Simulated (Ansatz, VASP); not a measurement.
# Two plane-wave programs on Al

```xyz
1
Lattice="-1.4284 1.4287 2.0207 1.4284 -1.4287 2.0207 1.4284 1.4287 -2.0207" Properties=species:S:1:pos:R:3 pbc="T T T"
Al    1.4284    0.0000    0.0000
```

Change from the starting cell: the structure that the rattled cell fell into.

Alike in both runs: functional PBE; k mesh 26 × 26 × 26; occupations gaussian, width 0.1 eV; no spin polarisation.

Ansatz relaxed the structure, and its values are those at the end. VASP's run is a single point on that final structure, the one shown.

|  | VASP | Ansatz |
| --- | --- | --- |
| version | VASP 6.6.1 | Ansatz 0.2.0 |
| potentials or method | VASP PAW PBE potentials, release 64 (Al), cutoff 520 eV | scalar-relativistic, plane waves, PAW |
| valence electrons in the cell | 3 | 3 |

```csv
,VASP,Ansatz,Ansatz less VASP
gap on the k mesh at the Fermi level (eV),none,none,-
pressure (GPa),0.0,0.0,+0.04
```

A gap of «none» marks a metal or a gap that the smearing closes. The functional is the same, so the differences come from potentials, cutoffs and numerics.
